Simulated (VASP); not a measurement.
# Mg3Sb2 (P-3m1) in VASP: a series of runs

Aim: see how the results for Mg3Sb2 move with the level of theory and the settings. Levels: PBE, r2SCAN. Tasks: single point.

Everything below comes from runs of VASP 6.6.1. Logs are shortened: lines on timing, memory, paths and dates and some standing lists are left out, and cuts for length are marked.

### Step 1. The cell of the first run

Symmetry: P-3m1, No. 164, trigonal system. The conventional cell has a = 4.598 Å, b = 4.598 Å, c = 7.264 Å, α = 90.00°, β = 90.00°, γ = 120.00°. Within 3.8 Å of Mg (site symmetry 3m) lie 4 Sb at 2.85 to 2.95 Å and 6 Mg at 3.28 to 3.76 Å. Mg (site symmetry -3m) has 6 Sb at 3.12 Å and 6 Mg at 3.76 Å within 4.1 Å. Sb (site symmetry 3m) has 7 Mg at 2.85 to 3.12 Å within 3.8 Å.

### Step 2. Single point, PBE

The input, INCAR:

```
SYSTEM = Mg3Sb2
PREC = Accurate
ENCUT = 600
EDIFF = 1E-6
ISMEAR = -1
SIGMA = 0.02
LREAL = .FALSE.
LASPH = .TRUE.
NELM = 120
ALGO = Normal
ISIF = 2
LWAVE = .FALSE.
LCHARG = .FALSE.
GGA = PE
NBANDS = 16
GGA_COMPAT = .FALSE.
```

The input, KPOINTS:

```
Automatic mesh
0
G
  6 6 4
  0 0 0
```

The input, POSCAR:

```
Mg3Sb2
1.0
    4.5981389433      0.0000000000      0.0000000000
   -2.2990694716      3.9821051350      0.0000000000
    0.0000000000      0.0000000000      7.2637453484
Mg Sb
3 2
Direct
    0.3333333333      0.6666666667      0.6324802406
    0.6666666667      0.3333333333      0.3675197594
    0.0000000000      0.0000000000      0.0000000000
    0.3333333333      0.6666666667      0.2256955615
    0.6666666667      0.3333333333      0.7743044385
```

Potentials or basis: VASP PAW PBE potentials, release 64 (Mg, Sb).

Launch:

```
$ cat potpaw_PBE.64/Mg/POTCAR potpaw_PBE.64/Sb/POTCAR > POTCAR
$ mpirun -np 1 vasp_std > vasp.out
```

OUTCAR:

```text
SYSTEM = Mg3Sb2
   PREC = Accurate
   ENCUT = 600
   EDIFF = 1E-6
   ISMEAR = -1
   LREAL = .FALSE.
   LASPH = .TRUE.
   NELM = 120
   ISIF = 2
   GGA = PE

 ion  position               nearest neighbor table
   1  0.333  0.667  0.632-   5 2.85   5 2.85   5 2.85   4 2.95   2 3.28   2 3.28   2 3.28
   2  0.667  0.333  0.368-   4 2.85   4 2.85   4 2.85   5 2.95   1 3.28   1 3.28   1 3.28
   3  0.000  0.000  0.000-   4 3.12   5 3.12   4 3.12   5 3.12   5 3.12   4 3.12
   4  0.333  0.667  0.226-   2 2.85   2 2.85   2 2.85   1 2.95   3 3.12   3 3.12   3 3.12
   5  0.667  0.333  0.774-   1 2.85   1 2.85   1 2.85   2 2.95   3 3.12   3 3.12   3 3.12

  LATTYP: Found a hexagonal cell.
 ALAT       =     4.5981389433
 C/A-ratio  =     1.5797141926

  Lattice vectors:

 A1 = (   4.5981389433,   0.0000000000,   0.0000000000)
 A2 = (  -2.2990694716,   3.9821051350,   0.0000000000)
 A3 = (   0.0000000000,   0.0000000000,   7.2637453484)

Analysis of symmetry for initial positions (statically):
=====================================================================
 Subroutine PRICEL returns:
 Original cell was already a primitive cell.

 Routine SETGRP: Setting up the symmetry group for a
 hexagonal supercell.

 Subroutine GETGRP returns: Found 12 space group operations
 (whereof 12 operations were pure point group operations)
 out of a pool of 24 trial point group operations.

The static configuration has the point symmetry D_3d.

Analysis of symmetry for dynamics (positions and initial velocities):
=====================================================================
 Subroutine PRICEL returns:
 Original cell was already a primitive cell.

 Routine SETGRP: Setting up the symmetry group for a
 hexagonal supercell.

 Subroutine GETGRP returns: Found 12 space group operations
 (whereof 12 operations were pure point group operations)
 out of a pool of 24 trial point group operations.

The dynamic configuration has the point symmetry D_3d.

 Subroutine INISYM returns: Found 12 space group operations
 (whereof 12 operations are pure point group operations),
 and found     1 'primitive' translations

----------------------------------------------------------------------------------------

                                     Primitive cell

  volume of cell :     133.0012

  direct lattice vectors                    reciprocal lattice vectors
     4.598138943  0.000000000  0.000000000     0.217479292  0.125561728  0.000000000
    -2.299069472  3.982105135  0.000000000     0.000000000  0.251123455  0.000000000
     0.000000000  0.000000000  7.263745348     0.000000000  0.000000000  0.137670024

  length of vectors
     4.598138943  4.598138943  7.263745348     0.251123455  0.251123455  0.137670024

  position of ions in fractional coordinates (direct lattice)
     0.333333333  0.666666667  0.632480241
     0.666666667  0.333333333  0.367519759
     0.000000000  0.000000000  0.000000000
     0.333333333  0.666666667  0.225695561
     0.666666667  0.333333333  0.774304439

  ion indices of the primitive-cell ions
   primitive index   ion index
                 1           1
                 2           2
                 3           3
                 4           4
                 5           5

----------------------------------------------------------------------------------------

 KPOINTS: Automatic mesh

Automatic generation of k-mesh.
 Grid dimensions read from file:
 generate k-points for:    6    6    4

 Generating k-lattice:

  Cartesian coordinates                     Fractional coordinates (reciprocal lattice)
     0.036246549  0.020926955  0.000000000     0.166666667 -0.000000000  0.000000000
     0.000000000  0.041853909  0.000000000     0.000000000  0.166666667  0.000000000
     0.000000000  0.000000000  0.034417506     0.000000000  0.000000000  0.250000000

  Length of vectors
     0.041853909  0.041853909  0.034417506

  Shift w.r.t. Gamma in fractional coordinates (k-lattice)
     0.000000000  0.000000000  0.000000000

 Subroutine IBZKPT returns following result:
 ===========================================

 Found     24 irreducible k-points:

 Following reciprocal coordinates:
            Coordinates               Weight
  0.000000  0.000000  0.000000      1.000000
  0.166667  0.000000  0.000000      6.000000
  0.333333  0.000000  0.000000      6.000000
  0.500000  0.000000  0.000000      3.000000
  0.166667  0.166667  0.000000      6.000000
  0.333333  0.166667  0.000000     12.000000
[... 16 lines left out ...]
  0.333333  0.166667  0.500000     12.000000
  0.333333  0.333333  0.500000      2.000000
   k-points           NKPTS =     24   k-points in BZ     NKDIM =     24   number of bands    NBANDS=     16
   number of dos      NEDOS =    301   number of ions     NIONS =      5
   total plane-waves  NPLWV =  96000
   dimension x,y,z NGX =    40 NGY =   40 NGZ =   60
   dimension x,y,z NGXF=    80 NGYF=   80 NGZF=  120
   ions per type =               3   2
   NGX,Y,Z   is equivalent  to a cutoff of  14.46, 14.46, 13.73 a.u.
   NGXF,Y,Z  is equivalent  to a cutoff of  28.92, 28.92, 27.46 a.u.
 SYSTEM =  Mg3Sb2
   PREC   = accura    normal or accurate (medium, high low for compatibility)
   ISTART =      0    job   : 0-new  1-cont  2-samecut
   ICHARG =      2    charge: 1-file 2-atom 10-const
   ISPIN  =      1    spin polarized calculation?
   LNONCOLLINEAR =      F non collinear calculations
   LSORBIT =      F    spin-orbit coupling
   LASPH  =      T    aspherical Exc in radial PAW
   ENCUT  =  600.0 eV  44.10 Ry    6.64 a.u.   9.18  9.18 14.51*2*pi/ulx,y,z
   NELM   =    120;   NELMIN=  2; NELMDL= -5     # of ELM steps
   EDIFF  = 0.1E-05   stopping-criterion for ELM
   LREAL  =      F    real-space projection
   EDIFFG = 0.1E-04   stopping-criterion for IOM
   NSW    =      0    number of steps for IOM
   IBRION =     -1    ionic relax: 0-MD 1-quasi-New 2-CG
   NFREE  =      0    steps in history (QN), initial steepest desc. (CG)
   ISIF   =      2    stress and relaxation
   ISYM   =      2    0-nonsym 1-usesym 2-fastsym
   POTIM  = 0.5000    time-step for ionic-motion
   TEBEG  =    0.0;   TEEND  =   0.0 temperature during run
   PSTRESS=    0.0 pullay stress
   NELECT =      16.0000    total number of electrons
   NUPDOWN=      -1.0000    fix difference up-down
   EMIN   =  10.00;   EMAX   =-10.00  energy-range for DOS
   EFERMI =   0.00;   METHOD = LEGACY
   ISMEAR =    -1;   SIGMA  =   0.02  broadening in eV -4-tet -1-fermi 0-gaus
   EFERMI_NEDOS =   21; number of points for ismear=-14 and -15
   IALGO  =     38    algorithm
   IMIX   =      4    mixing-type and parameters
     AMIX     =   0.40;   BMIX     =  1.00
     AMIX_MAG =   1.60;   BMIX_MAG =  1.00
  volume/ion in A,a.u.               =      26.60       179.51
  Fermi-wavevector in a.u.,A,eV,Ry     =   0.808158  1.527197  8.886231  0.653120
  Thomas-Fermi vector in A             =   1.916912
   LORBIT       =      0    0 simple, 1 ext, 2 COOP (PROOUT), +10 PAW based schemes
   GGA     = PE    functional components
   LHFCALC =     F    Hartree Fock is set to
   AEXX    =    0.0000 exact exchange contribution
   IVDW    =     0    specifies the selected vdW correction
   LEPSILON=     F    determine dielectric tensor
   LRPA    =     F    only Hartree local field effects (RPA)
 non-spin polarized calculation
  energy-cutoff  :      600.00
  volume of cell :      133.00
 maximum number of plane-waves:      4455
 NGX is ok and might be reduce to    40
   NGX = 19   NGY = 19   NGZ = 29

 number of electron      16.0000000 magnetization

 Free energy of the ion-electron system (eV)
  ---------------------------------------------------
  ext. energy  EPLUGINS =         0.00000000
  ---------------------------------------------------
  free energy    TOTEN  =       -14.63458039 eV

  energy without entropy =      -14.63455744  energy(sigma->0) =      -14.63456891

 E-fermi :   4.4697     XC(G=0):  -8.7359

 val. band max:        4.3661917467   @ k =   0.0000   0.0000   0.0000
 cond. band min:       4.6116751719   @ k =   0.3333   0.3333   0.0000
 fundamental gap:      0.2454834252
 Fermi energy:         4.4697093445

 k-point     1 :       0.0000    0.0000    0.0000
  band No.  band energies     occupation
      1      -5.8805      2.00000
      2      -4.6572      2.00000
      3      -0.5091      2.00000
      4       3.2656      2.00000
      5       3.2656      2.00000
      6       3.9606      2.00000
[... 8 lines left out ...]
     15       8.3904      0.00000
     16       9.3013      0.00000

 k-point     2 :       0.1667    0.0000    0.0000
  band No.  band energies     occupation
      1      -5.6956      2.00000
      2      -4.5540      2.00000
      3      -0.2737      2.00000
      4       1.8864      2.00000
      5       2.6689      2.00000
      6       2.8239      2.00000
[... 8 lines left out ...]
     15       8.3893      0.00000
     16       8.8829      0.00000

 k-point     3 :       0.3333    0.0000    0.0000
  band No.  band energies     occupation
      1      -5.2110      2.00000
      2      -4.3762      2.00000
      3       0.2405      2.00000
      4       0.5014      2.00000
      5       1.2476      2.00000
      6       2.2826      2.00000
[... 8 lines left out ...]
     15       9.7254      0.00000
     16       9.8437      0.00000

 k-point     4 :       0.5000    0.0000    0.0000
  band No.  band energies     occupation
      1      -4.8084      2.00000
      2      -4.3944      2.00000
      3      -0.2695      2.00000
      4       0.6295      2.00000
      5       1.1482      2.00000
      6       2.0782      2.00000
[... 8 lines left out ...]
     15      10.1388      0.00000
     16      10.6812      0.00000
[... 324 lines left out ...]
 k-point    22 :       0.1667    0.1667    0.5000
  band No.  band energies     occupation
      1      -5.0189      2.00000
      2      -4.8686      2.00000
      3       0.5914      2.00000
      4       0.6618      2.00000
      5       2.2015      2.00000
      6       2.3437      2.00000
[... 8 lines left out ...]
     15       8.6866      0.00000
     16       9.5097      0.00000

 k-point    23 :       0.3333    0.1667    0.5000
  band No.  band energies     occupation
      1      -4.6344      2.00000
      2      -4.5667      2.00000
      3      -0.1967      2.00000
      4       0.0526      2.00000
      5       1.4098      2.00000
      6       1.8116      2.00000
[... 8 lines left out ...]
     15       9.8706      0.00000
     16       9.9672      0.00000

 k-point    24 :       0.3333    0.3333    0.5000
  band No.  band energies     occupation
      1      -4.4728      2.00000
      2      -4.4728      2.00000
      3       0.0935      2.00000
      4       0.0935      2.00000
      5       0.3927      2.00000
      6       1.0800      2.00000
[... 8 lines left out ...]
     15       9.4006      0.00000
     16       9.7859      0.00000

------------------------ aborting loop because EDIFF is reached ----------------------------------------

  FORCE on cell =-STRESS in cart. coord.  units (eV):
  Direction    XX          YY          ZZ          XY          YZ          ZX
  --------------------------------------------------------------------------------------
  -------------------------------------------------------------------------------------
  Total        0.0349606      0.0349606      0.0236873      0.0000000     -0.0000000      0.0000000
  in kB        0.4211471      0.4211471      0.2853452      0.0000000     -0.0000000      0.0000000
  external PRESSURE =       0.3758798 kB  Pullay stress =       0.0000000 kB

 VOLUME and BASIS-vectors are now :
 -----------------------------------------------------------------------------
  energy-cutoff  :      600.00
  volume of cell :      133.00
      direct lattice vectors                 reciprocal lattice vectors
     4.598138943  0.000000000  0.000000000     0.217479292  0.125561728  0.000000000
    -2.299069472  3.982105135  0.000000000     0.000000000  0.251123455  0.000000000
     0.000000000  0.000000000  7.263745348     0.000000000  0.000000000  0.137670024

 POSITION                                       TOTAL-FORCE (eV/Angst)
 -----------------------------------------------------------------------------------
     -0.00000      2.65474      4.59418         0.000000     -0.000000     -0.005985
      2.29907      1.32737      2.66957        -0.000000      0.000000      0.005985
      0.00000      0.00000      0.00000         0.000000      0.000000      0.000000
     -0.00000      2.65474      1.63940         0.000000     -0.000000     -0.013886
      2.29907      1.32737      5.62435        -0.000000      0.000000      0.013886
 -----------------------------------------------------------------------------------
    total drift:                               -0.000000      0.000000      0.000000

  FREE ENERGIE OF THE ION-ELECTRON SYSTEM (eV)
  ---------------------------------------------------
  free  energy   TOTEN  =       -14.6345803912 eV

  energy  without entropy=      -14.6345574351  energy(sigma->0) =      -14.63456891
```

It took 80 s on 1 thread of Intel Xeon 6975P-C (Granite Rapids), shared host; peak memory 0.31 GiB.

What came out:

```
Free energy            : -14.6346 eV
Pressure               : 0.0 GPa
Largest force          : 0.014 eV/Å
Band gap on the k mesh : 0.25 eV (least direct gap 1.00 eV)
```

Forces on the atoms (eV/Å):
```
Mg   0.000  0.000 -0.006
Mg   0.000  0.000  0.006
Mg   0.000  0.000  0.000
Sb   0.000  0.000 -0.014
Sb   0.000  0.000  0.014
```

Caveat: spin-orbit coupling is left out, which moves the levels of the heavy elements.

(Continued in part 2 of 2.)
